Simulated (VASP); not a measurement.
The system is Tc.

```
Tc
1.0
     2.74000    0.00000    0.00000
    -1.37000    2.37291    0.00000
     0.00000    0.00000    4.39800
Tc
2
Direct
  0.66667 0.33333 0.75000
  0.33333 0.66667 0.25000
```

Base run:

- Program: VASP 6.6.1
- Functional: r2SCAN
- Potentials or basis: VASP PAW PBE potentials, release 64 (Tc_pv)
- Cutoff: 520 eV
- k mesh: 11 × 11 × 6
- Occupations: fermi-dirac, width 0.05 eV
- Spin: no spin polarisation

Its results: band gap on the k mesh zero (band 13 reaches 14.09 eV, above the bottom of band 14 at 10.85 eV); pressure -1.7 GPa.

Question: After a change of settings the same cell gave: band gap on the k mesh zero (band 13 reaches 13.96 eV, above the bottom of band 14 at 10.84 eV); pressure -7.2 GPa. Which change was it?
A. occupations from fermi-dirac, width 0.05 eV to tetrahedron
B. functional from r2SCAN to PBEsol
C. functional from r2SCAN to BLYP; k mesh from 11 × 11 × 6 to 6 × 6 × 4
D. functional from r2SCAN to PBE; k mesh from 11 × 11 × 6 to 9 × 9 × 5

Answer: B.

Caveats: the PAW data sets were made with another functional, which shifts forces and pressure a little.
